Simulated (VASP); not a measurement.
# KTlO2 (R-3m) in VASP: single point with LDA

Aim: the single point of KTlO2 with LDA.

Everything below comes from runs of VASP 6.6.1. Logs are shortened: lines on timing, memory, paths and dates and some standing lists are left out, and cuts for length are marked.

**1. The cell of the first run**

It takes space group R-3m (No. 166, trigonal). Conventional cell: a = 3.454 Å, b = 3.454 Å, c = 18.307 Å, α = 90.00°, β = 90.00°, γ = 120.00°. Within 3.7 Å of K (site symmetry -3m) lie 6 O at 2.72 Å and 6 K at 3.45 Å and 6 Tl at 3.64 Å. Tl (site symmetry -3m) has 6 O at 2.33 Å within 3.1 Å. Within 3.2 Å of O (site symmetry 3m) lie 3 Tl at 2.33 Å and 3 K at 2.72 Å and 3 O at 3.12 Å.

**2. Single point, LDA**

INCAR reads:

```
ALGO = Normal
EDIFF = 1E-6
ENCUT = 600
GGA = CA
GGA_COMPAT = False
ISIF = 2
ISMEAR = 0
LASPH = True
LCHARG = False
LREAL = False
LWAVE = False
NBANDS = 25
NELM = 120
PREC = Accurate
SIGMA = 0.01
```

KPOINTS reads:

```
k-points
0
Gamma
  4 4 4
```

POSCAR reads:

```
KTlO2
1.0
    1.7267620000      0.9969470000      6.1022400000
   -1.7267620000      0.9969470000      6.1022400000
    0.0000000000     -1.9938930000      6.1022400000
K Tl O
1 1 2
Direct
    0.5000000000      0.5000000000      0.5000000000
    0.0000000000      0.0000000000      0.0000000000
    0.7320840000      0.7320840000      0.7320840000
    0.2679160000      0.2679160000      0.2679160000
```

Potentials or basis: VASP PAW LDA potentials, release 64 (K_sv, Tl_d, O).

Launch:

```bash
> cat potpaw_LDA.64/K_sv/POTCAR potpaw_LDA.64/Tl_d/POTCAR potpaw_LDA.64/O/POTCAR > POTCAR
> mpirun -np 1 vasp_std > vasp.out
```

OUTCAR:

```text
EDIFF = 1E-6
   ENCUT = 600
   GGA = CA
   ISIF = 2
   ISMEAR = 0
   LASPH = True
   LREAL = False
   NELM = 120
   PREC = Accurate

 ion  position               nearest neighbor table
   1  0.500  0.500  0.500-   4 2.72   4 2.72   3 2.72   3 2.72   4 2.72   3 2.72   2 3.64   2 3.64
                             2 3.64   2 3.64   2 3.64   2 3.64
   2  0.000  0.000  0.000-   3 2.33   3 2.33   4 2.33   4 2.33   3 2.33   4 2.33   1 3.64   1 3.64
                             1 3.64   1 3.64   1 3.64   1 3.64
   3  0.732  0.732  0.732-   2 2.33   2 2.33   2 2.33   1 2.72   1 2.72   1 2.72
   4  0.268  0.268  0.268-   2 2.33   2 2.33   2 2.33   1 2.72   1 2.72   1 2.72

  LATTYP: Found a trigonal (rhomboedric) cell.
 ALAT       =     6.4197307843
 COS(alpha) =     0.8553023627

  Lattice vectors:

 A1 = (   1.7267620000,   0.9969470000,   6.1022400000)
 A2 = (  -1.7267620000,   0.9969470000,   6.1022400000)
 A3 = (   0.0000000000,  -1.9938930000,   6.1022400000)

Analysis of symmetry for initial positions (statically):
=====================================================================
 Subroutine PRICEL returns:
 Original cell was already a primitive cell.

 Routine SETGRP: Setting up the symmetry group for a
 trigonal (rhombohedral) supercell.

 Subroutine GETGRP returns: Found 12 space group operations
 (whereof 12 operations were pure point group operations)
 out of a pool of 12 trial point group operations.

The static configuration has the point symmetry D_3d.

Analysis of symmetry for dynamics (positions and initial velocities):
=====================================================================
 Subroutine PRICEL returns:
 Original cell was already a primitive cell.

 Routine SETGRP: Setting up the symmetry group for a
 trigonal (rhombohedral) supercell.

 Subroutine GETGRP returns: Found 12 space group operations
 (whereof 12 operations were pure point group operations)
 out of a pool of 12 trial point group operations.

The dynamic configuration has the point symmetry D_3d.

 Subroutine INISYM returns: Found 12 space group operations
 (whereof 12 operations are pure point group operations),
 and found     1 'primitive' translations

----------------------------------------------------------------------------------------

                                     Primitive cell

  volume of cell :      63.0297

  direct lattice vectors                    reciprocal lattice vectors
     1.726762000  0.996947000  6.102240000     0.289559302  0.167177114  0.054624741
    -1.726762000  0.996947000  6.102240000    -0.289559302  0.167177114  0.054624741
     0.000000000 -1.993893000  6.102240000     0.000000000 -0.334354228  0.054624768

  length of vectors
     6.419730784  6.419730784  6.419730704     0.338787012  0.338787012  0.338786976

  position of ions in fractional coordinates (direct lattice)
     0.500000000  0.500000000  0.500000000
     0.000000000  0.000000000  0.000000000
     0.732084000  0.732084000  0.732084000
     0.267916000  0.267916000  0.267916000

  ion indices of the primitive-cell ions
   primitive index   ion index
                 1           1
                 2           2
                 3           3
                 4           4

----------------------------------------------------------------------------------------

 KPOINTS: k-points

Automatic generation of k-mesh.
 Grid dimensions read from file:
 generate k-points for:    4    4    4

 Generating k-lattice:

  Cartesian coordinates                     Fractional coordinates (reciprocal lattice)
     0.072389826  0.041794279  0.013656185     0.250000000 -0.000000000  0.000000000
    -0.072389826  0.041794279  0.013656185    -0.000000000  0.250000000  0.000000000
     0.000000000 -0.083588557  0.013656192     0.000000000  0.000000000  0.250000000

  Length of vectors
     0.084696753  0.084696753  0.084696744

  Shift w.r.t. Gamma in fractional coordinates (k-lattice)
     0.000000000  0.000000000  0.000000000

 Subroutine IBZKPT returns following result:
 ===========================================

 Found     13 irreducible k-points:

 Following reciprocal coordinates:
            Coordinates               Weight
  0.000000  0.000000  0.000000      1.000000
  0.250000  0.000000 -0.000000      6.000000
  0.500000  0.000000 -0.000000      3.000000
  0.250000  0.250000 -0.000000      6.000000
  0.500000  0.250000 -0.000000     12.000000
 -0.250000  0.250000  0.000000      6.000000
  0.500000  0.500000 -0.000000      3.000000
  0.250000  0.250000  0.250000      2.000000
  0.500000  0.250000  0.250000      6.000000
 -0.250000  0.250000  0.250000      6.000000
  0.500000  0.500000  0.250000      6.000000
 -0.250000  0.500000  0.250000      6.000000
  0.500000  0.500000  0.500000      1.000000
   k-points           NKPTS =     13   k-points in BZ     NKDIM =     13   number of bands    NBANDS=     25
   number of dos      NEDOS =    301   number of ions     NIONS =      4
   total plane-waves  NPLWV = 157464
   dimension x,y,z NGX =    54 NGY =   54 NGZ =   54
   dimension x,y,z NGXF=   108 NGYF=  108 NGZF=  108
   ions per type =               1   1   2
   NGX,Y,Z   is equivalent  to a cutoff of  13.98, 13.98, 13.98 a.u.
   NGXF,Y,Z  is equivalent  to a cutoff of  27.97, 27.97, 27.97 a.u.
 SYSTEM =  unknown system
   PREC   = accura    normal or accurate (medium, high low for compatibility)
   ISTART =      0    job   : 0-new  1-cont  2-samecut
   ICHARG =      2    charge: 1-file 2-atom 10-const
   ISPIN  =      1    spin polarized calculation?
   LNONCOLLINEAR =      F non collinear calculations
   LSORBIT =      F    spin-orbit coupling
   LASPH  =      T    aspherical Exc in radial PAW
   ENCUT  =  600.0 eV  44.10 Ry    6.64 a.u.  12.82 12.82 12.82*2*pi/ulx,y,z
   NELM   =    120;   NELMIN=  2; NELMDL= -5     # of ELM steps
   EDIFF  = 0.1E-05   stopping-criterion for ELM
   LREAL  =      F    real-space projection
   EDIFFG = 0.1E-04   stopping-criterion for IOM
   NSW    =      0    number of steps for IOM
   IBRION =     -1    ionic relax: 0-MD 1-quasi-New 2-CG
   NFREE  =      0    steps in history (QN), initial steepest desc. (CG)
   ISIF   =      2    stress and relaxation
   ISYM   =      2    0-nonsym 1-usesym 2-fastsym
   POTIM  = 0.5000    time-step for ionic-motion
   TEBEG  =    0.0;   TEEND  =   0.0 temperature during run
   PSTRESS=    0.0 pullay stress
   NELECT =      34.0000    total number of electrons
   NUPDOWN=      -1.0000    fix difference up-down
   EMIN   =  10.00;   EMAX   =-10.00  energy-range for DOS
   EFERMI =   0.00;   METHOD = LEGACY
   ISMEAR =     0;   SIGMA  =   0.01  broadening in eV -4-tet -1-fermi 0-gaus
   EFERMI_NEDOS =   21; number of points for ismear=-14 and -15
   IALGO  =     38    algorithm
   IMIX   =      4    mixing-type and parameters
     AMIX     =   0.40;   BMIX     =  1.00
     AMIX_MAG =   1.60;   BMIX_MAG =  1.00
  volume/ion in A,a.u.               =      15.76       106.34
  Fermi-wavevector in a.u.,A,eV,Ry     =   1.332660  2.518363 24.163725  1.775984
  Thomas-Fermi vector in A             =   2.461578
   LORBIT       =      0    0 simple, 1 ext, 2 COOP (PROOUT), +10 PAW based schemes
   GGA     = CA    functional components
   LHFCALC =     F    Hartree Fock is set to
   AEXX    =    0.0000 exact exchange contribution
   IVDW    =     0    specifies the selected vdW correction
   LEPSILON=     F    determine dielectric tensor
   LRPA    =     F    only Hartree local field effects (RPA)
 non-spin polarized calculation
 Gauss-broadening in eV      SIGMA  =   0.01
  energy-cutoff  :      600.00
  volume of cell :       63.03
 maximum number of plane-waves:      2122
 NGX is ok and might be reduce to    54
   NGX = 25   NGY = 25   NGZ = 25

 number of electron      34.0000000 magnetization

 Free energy of the ion-electron system (eV)
  ---------------------------------------------------
  ext. energy  EPLUGINS =         0.00000000
  ---------------------------------------------------
  free energy    TOTEN  =       -20.10370466 eV

  energy without entropy =      -20.10370466  energy(sigma->0) =      -20.10370466

 E-fermi :   2.6408     XC(G=0): -10.8105

 val. band max:        2.5413896702   @ k =   0.5000   0.5000   0.5000
 cond. band min:       3.4221612180   @ k =   0.0000   0.0000   0.0000
 fundamental gap:      0.8807715479
 Fermi energy:         2.6407606686

 k-point     1 :       0.0000    0.0000    0.0000
  band No.  band energies     occupation
      1     -25.3799      2.00000
      2     -13.9121      2.00000
      3     -13.1758      2.00000
      4      -8.8139      2.00000
      5      -8.7323      2.00000
      6      -8.7323      2.00000
[... 17 lines left out ...]
     24      13.6469      0.00000
     25      13.6543      0.00000

 k-point     2 :       0.2500    0.0000   -0.0000
  band No.  band energies     occupation
      1     -25.3112      2.00000
      2     -13.6168      2.00000
      3     -13.2270      2.00000
      4      -9.1582      2.00000
      5      -8.9344      2.00000
      6      -8.8406      2.00000
[... 17 lines left out ...]
     24      13.0884      0.00000
     25      13.5593      0.00000

 k-point     3 :       0.5000    0.0000   -0.0000
  band No.  band energies     occupation
      1     -25.2410      2.00000
      2     -13.4672      2.00000
      3     -13.1012      2.00000
      4      -9.5480      2.00000
      5      -9.0202      2.00000
      6      -8.9455      2.00000
[... 244 lines left out ...]
 k-point    12 :      -0.2500    0.5000    0.2500
  band No.  band energies     occupation
      1     -25.2412      2.00000
      2     -13.2938      2.00000
      3     -13.2923      2.00000
      4      -9.3899      2.00000
      5      -9.1250      2.00000
      6      -8.9693      2.00000
[... 17 lines left out ...]
     24      12.9265      0.00000
     25      13.1539      0.00000

 k-point    13 :       0.5000    0.5000    0.5000
  band No.  band energies     occupation
      1     -25.3794      2.00000
      2     -14.0571      2.00000
      3     -12.9802      2.00000
      4      -8.9384      2.00000
      5      -8.7354      2.00000
      6      -8.7354      2.00000
[... 17 lines left out ...]
     24      12.5535      0.00000
     25      14.7117      0.00000

------------------------ aborting loop because EDIFF is reached ----------------------------------------

  FORCE on cell =-STRESS in cart. coord.  units (eV):
  Direction    XX          YY          ZZ          XY          YZ          ZX
  --------------------------------------------------------------------------------------
  -------------------------------------------------------------------------------------
  Total       -1.6139365     -1.6139370     -1.8314805      0.0000000     -0.0000001      0.0000000
  in kB      -41.0253306    -41.0253439    -46.5551733      0.0000000     -0.0000025      0.0000000
  external PRESSURE =     -42.8686159 kB  Pullay stress =       0.0000000 kB

 VOLUME and BASIS-vectors are now :
 -----------------------------------------------------------------------------
  energy-cutoff  :      600.00
  volume of cell :       63.03
      direct lattice vectors                 reciprocal lattice vectors
     1.726762000  0.996947000  6.102240000     0.289559302  0.167177114  0.054624741
    -1.726762000  0.996947000  6.102240000    -0.289559302  0.167177114  0.054624741
     0.000000000 -1.993893000  6.102240000     0.000000000 -0.334354228  0.054624768

 POSITION                                       TOTAL-FORCE (eV/Angst)
 -----------------------------------------------------------------------------------
      0.00000      0.00000      9.15336         0.000000      0.000000     -0.000000
      0.00000      0.00000      0.00000         0.000000      0.000000     -0.000000
      0.00000      0.00000     13.40206         0.000000     -0.000000     -0.078376
      0.00000      0.00000      4.90466         0.000000      0.000000      0.078376
 -----------------------------------------------------------------------------------
    total drift:                               -0.000000     -0.000000      0.000000

  FREE ENERGIE OF THE ION-ELECTRON SYSTEM (eV)
  ---------------------------------------------------
  free  energy   TOTEN  =       -20.1037046622 eV

  energy  without entropy=      -20.1037046622  energy(sigma->0) =      -20.10370466
```

Run time: 1.9 min. Hardware: 1 thread of AMD EPYC 7R43 (Zen 3), shared host; peak memory 0.28 GiB.

What came out:

| Quantity | Value |
| --- | --- |
| Free energy | -20.1037 eV |
| Pressure | -4.3 GPa |
| Largest force | 0.078 eV/Å |
| Band gap on the k mesh | 0.88 eV (least direct gap 1.00 eV) |

Forces in eV/Å, atoms in the order of the input:
```
K    0.000  0.000  0.000
Tl   0.000  0.000  0.000
O    0.000  0.000 -0.078
O    0.000  0.000  0.078
```

Stress tensor (GPa, compression positive):
```
-4.10  0.00  0.00
 0.00 -4.10  0.00
 0.00  0.00 -4.66
```

Levels at points of the mesh, in eV from the valence-band top:
```tsv
k point	band 15	band 16	band 17	band 18	band 19	band 20
(0.00, 0.00, 0.00)	-0.62	-0.12	-0.12	0.88	5.18	5.94
(0.50, 0.00, 0.00)	-1.72	-0.20	-0.02	3.72	5.19	6.57
(0.50, 0.50, 0.00)	-1.34	-0.51	-0.18	3.49	5.89	6.11
(0.50, 0.50, 0.50)	-1.03	0.00	0.00	1.95	4.33	5.77
```

Caveat: the k points lie up to 0.53 Å⁻¹ apart; spin-orbit coupling is left out, which moves the levels of the heavy elements. A k mesh can miss the band edges.
